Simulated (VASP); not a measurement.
AlCr2C:

```
CELL_PARAMETERS angstrom
2.84132 0.00000 0.00000
-1.42066 2.46065 0.00000
0.00000 0.00000 12.69880
ATOMIC_POSITIONS crystal
Al 0.66667 0.33333 0.25000
Al 0.33333 0.66667 0.75000
Cr 0.33333 0.66667 0.41578
Cr 0.66667 0.33333 0.91578
Cr 0.66667 0.33333 0.58422
Cr 0.33333 0.66667 0.08422
C 0.00000 0.00000 0.50000
C 0.00000 0.00000 0.00000
```

```yaml
Program: VASP 6.6.1
Task: relaxation of cell and atoms
Functional: LDA
Potentials_or_basis: VASP PAW LDA potentials, release 64 (Al, Cr_pv, C)
Cutoff: 600 eV
k_mesh: 15 × 15 × 4
Occupations: gaussian, width 0.1 eV
Spin: no spin polarisation
```

At the start: pressure -11.4 GPa; volume 11.10 Å³/atom.

Q: Where does the relaxation end?

A: Over 8 steps the energy falls by 20.2 meV/atom and the volume is 10.54 Å³/atom (-5.1 %); space group P6_3/mmc (No. 194, to 0.05 Å).

Step by step:
```csv
step,energy change (eV),largest force (eV/Å),pressure (GPa),volume (Å³)
1,0.0000,0.4285,-11.39,88.78
2,0.2708,1.7760,22.19,79.03
3,-0.1522,0.2855,-0.67,84.95
4,-0.1523,0.3015,-0.44,84.87
5,-0.1617,0.0465,-0.09,84.37
6,-0.1620,0.0036,0.00,84.27
7,-0.1619,0.0039,-0.01,84.29
8,-0.1620,0.0037,-0.04,84.28
```

Final structure:
```xyz
8
Lattice="2.7935 0.0000 0.0000 -1.3968 2.4193 0.0000 0.0000 0.0000 12.4711" Properties=species:S:1:pos:R:3 pbc="T T T"
Al    1.3968    0.8064    3.1178
Al    0.0000    1.6128    9.3534
Cr    0.0000    1.6128    5.1782
Cr    1.3968    0.8064   11.4138
Cr    1.3968    0.8064    7.2929
Cr    0.0000    1.6128    1.0574
C     2.7935    0.0000    6.2356
C     2.7935    0.0000   12.4711
```
